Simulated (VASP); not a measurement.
LiMn8O8 (a cell with a defect), 17 atoms in the cell. The cell holds a defect, 17 atoms: a = 6.246 Å, b = 6.246 Å, c = 6.246 Å, α = 60.00°, β = 60.00°, γ = 60.00°. 

| Property | Result |
| --- | --- |
| Program | VASP 6.6.1 |
| Task | single point |
| Functional | r2SCAN |
| Dispersion | D3(BJ) |
| Potentials or basis | VASP PAW PBE potentials, release 64 (Mn_pv, O, Li_sv) |
| Cutoff | 520 eV |
| k mesh | 2 × 2 × 2 |
| Occupations | fermi-dirac, width 0.05 eV |
| Spin | collinear spin, ferromagnetic start |
| Starting moments | [4.04, 4.04, 4.2, 4.04, 4.2, 4.04, 4.2, 4.2, 0.28, 0.28, 0.23, 0.28, 0.23, 0.28, 0.23, 0.23, 0.0] μB |
| Dipole correction | no |
| Further INCAR settings | LREAL = Auto; ALGO = Normal; EDIFF = 1e-07; NBANDS = 96 |

Potentials or basis: VASP PAW PBE potentials, release 64 (Mn_pv, O, Li_sv).

Launch:

```sh
$ cat potpaw_PBE.64/Mn_pv/POTCAR potpaw_PBE.64/O/POTCAR potpaw_PBE.64/Li_sv/POTCAR > POTCAR
$ cp INCAR.step1 INCAR
$ mpirun -np 1 vasp_std > vasp.out
$ cp INCAR.step2 INCAR
$ mpirun -np 1 vasp_std > vasp.out
```

Hardware: 1 thread of Intel Xeon 8259CL (shared host).

Q: Estimate the wall time of this run.

A: Wall time 70 min on 1 thread of Intel Xeon 8259CL (shared host), peak memory 0.58 GiB. Counts: k points 8.
